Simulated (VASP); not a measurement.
## NbAs (rocksalt type): single point with LDA

NbAs (rocksalt type):

```
Nb As
1.0
     0.00000    2.27717    2.27717
     2.27717    0.00000    2.27717
     2.27717    2.27717    0.00000
Nb As
1 1
Cartesian
  0.0000 0.0000 0.0000
  2.2772 2.2772 2.2772
```

- Program: VASP 6.6.1
- Task: single point
- Functional: LDA
- Potentials or basis: VASP PAW LDA potentials, release 64 (Nb_sv, As)
- Cutoff: 500 eV
- k mesh: 14 × 14 × 14
- Occupations: fermi-dirac, width 0.05 eV
- Spin: no spin polarisation

| Item | Value |
| --- | --- |
| Pressure | 148.8 GPa |
| Band gap on the k mesh | zero (bands 9 and 10 overlap by 3.17 eV) |

Levels at points of the mesh, in eV from the Fermi level:
| k point | band 7 | band 8 | band 9 | band 10 | band 11 | band 12 |
| --- | --- | --- | --- | --- | --- | --- |
| (0.00, 0.00, 0.00) | -2.98 | -2.98 | -1.49 | -1.49 | 0.47 | 0.47 |
| (0.50, 0.00, 0.00) | -6.61 | -6.61 | 0.99 | 0.99 | 3.15 | 3.50 |
| (0.50, 0.50, 0.00) | -5.60 | -1.76 | -1.76 | 0.29 | 2.32 | 2.32 |

It took 93 s on 1 thread of Intel Xeon 8259CL (shared host), peak memory 0.13 GiB.

Caveat: the cell stands under pressure.
